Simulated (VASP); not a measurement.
Pd, 1 atom in the cell. Symmetry: Fm-3m, No. 225, cubic system. The conventional cell has a = 3.837 Å, b = 3.837 Å, c = 3.837 Å, α = 90.00°, β = 90.00°, γ = 90.00°. Pd (site symmetry m-3m) has 12 Pd at 2.71 Å within 3.6 Å. 

```yaml
Program: VASP 6.6.1
Task: single point
Functional: PBE
Potentials_or_basis: VASP PAW PBE potentials, release 64 (Pd)
Cutoff: 500 eV
k_mesh: 4 × 4 × 4
Occupations: fermi-dirac, width 0.1 eV
Spin: no spin polarisation
Dipole_correction: no
Further_INCAR_settings: ALGO = Normal; EDIFF = 1e-06; NBANDS = 11
```

Potentials or basis: VASP PAW PBE potentials, release 64 (Pd).

Command:

```sh
$ cat potpaw_PBE.64/Pd/POTCAR > POTCAR
$ mpirun -np 1 vasp_std > vasp.out
```

Hardware: 1 thread of AMD EPYC 7R13 Processor (Zen 3), on a shared host.

Task: Estimate the wall time of this run.

Result: Run time: 2.8 s on 1 thread of AMD EPYC 7R13 Processor (Zen 3), with other jobs on the host, peak memory 0.09 GiB. Counts: scf iterations 10, k points 8.
